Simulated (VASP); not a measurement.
Input of a VASP 6.6.1 run:

The input INCAR:

```
PREC = Accurate
ENCUT = 520
EDIFF = 1E-7
ISMEAR = 0
SIGMA = 0.1
LREAL = F
LASPH = T
NELM = 100
ALGO = Normal
ISIF = 2
LWAVE = F
LCHARG = T
GGA = PE
LELF = T
LVHAR = T
NBANDS = 17
```

KPOINTS

```
regular mesh
0
Gamma
  4 4 4
```

File POSCAR:

```
BeH4
1.0
    3.6791889023      0.0000000000      0.0000000000
    0.0000000000      3.6791889023      0.0000000000
    0.0000000000      0.0000000000      3.6145111527
Be H
2 8
Direct
    0.5000000000      0.5000000000      0.5000000000
    0.0000000000      0.0000000000      0.0000000000
    0.7502896480      0.2503272349      0.7500318748
    0.7503272349      0.2502896480      0.2500318748
    0.2496727651      0.7497103520      0.2500318748
    0.7496727651      0.7502896480      0.2499681252
    0.2502896480      0.2496727651      0.7499681252
    0.7497103520      0.7503272349      0.7499681252
    0.2497103520      0.7496727651      0.7500318748
    0.2503272349      0.2497103520      0.2499681252
```

Potentials or basis: VASP PAW PBE potentials, release 64 (Be, H).

The run is started by

```bash
$ cat potpaw_PBE.64/Be/POTCAR potpaw_PBE.64/H/POTCAR > POTCAR
$ mpirun -np 1 vasp_std > vasp.out
```

**Question.** What does it give for the pressure?

**Answer.** -0.2 GPa.

**Question.** Predict the band gap on the k mesh.

**Answer.** Zero (band 6 reaches 4.24 eV, above the bottom of band 7 at -2.94 eV).

Stress tensor (GPa, compression positive):
```
-0.09  0.00  0.00
 0.00 -0.09  0.00
 0.00  0.00 -0.48
```

Caveat: the k points lie up to 0.43 Å⁻¹ apart.
